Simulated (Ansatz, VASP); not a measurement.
# One calculation of NaCl, two programs

```
Na Cl
1.0
     0.00000    3.06937    3.12166
     3.06937    0.00000    3.12166
     3.06937    3.06937    0.00000
Na Cl
1 1
Direct
  0.00000 0.00000 0.00000
  0.25000 0.25000 0.25000
```

Change from the starting cell: epitaxial_xy strain -0.6%.

Alike in both runs: task single point; functional PBE; k mesh 8 × 8 × 8; occupations fermi-dirac, width 0.02 eV; no spin polarisation.

```csv
,VASP,Ansatz
version,VASP 6.6.1,Ansatz 0.2.0
potentials or method,"VASP PAW PBE potentials, release 64 (Na_pv, Cl)","plane waves, PAW"
plane-wave cutoff (eV),520,420
valence electrons in the cell,14,16
```

```csv
,VASP,Ansatz,Ansatz less VASP
gap on the k mesh at the Fermi level (eV),4.94,4.94,+0.001
pressure (GPa),0.7,0.7,+0.01
```

The functional is the same, so the differences come from potentials, cutoffs and numerics. VASP's potentials hold 14 valence electrons a cell and Ansatz's 16, so a difference there can come from the potentials and not from the codes.
